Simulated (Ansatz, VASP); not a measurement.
# One calculation of Cs2B, two programs

```
Cs B
1.0
     0.00000    4.61419    4.61419
     4.61419    0.00000    4.61419
     4.61419    4.61419    0.00000
Cs B
4 2
Direct
  0.62500 0.62500 0.62500
  0.12500 0.62500 0.62500
  0.62500 0.62500 0.12500
  0.62500 0.12500 0.62500
  0.00000 0.00000 0.00000
  0.25000 0.25000 0.25000
```

Alike in both runs: task relaxation of cell and atoms; functional PBE; k mesh 4 × 4 × 4; occupations gaussian, width 0.1 eV; no spin polarisation.

|  | VASP | Ansatz |
| --- | --- | --- |
| version | VASP 6.6.1 | Ansatz 0.2.0 |
| potentials or method | VASP PAW PBE potentials, release 64 (Cs_sv, B), cutoff 600 eV | scalar-relativistic, plane waves, PAW |
| valence electrons in the cell | 42 | 42 |

|  | VASP | Ansatz | Ansatz less VASP |
| --- | --- | --- | --- |
| gap on the k mesh at the Fermi level, each at its own relaxed structure (eV) | none | none | - |
| relaxed volume (Å³/atom) | 50.80 | 46.52 | -4.287 |
| relaxed length of the cell vector where the two differ most in proportion (Å) | 7.554 | 7.335 | -0.2187 |

A gap of «none» marks a metal or a gap that the smearing closes. One of these differences is far larger than is usual between the two programs; its cause wasn't traced.

Neither program's run includes spin-orbit coupling. Noted on VASP's run: the volume moved by over 15 % at a fixed basis, so the end points are rough.
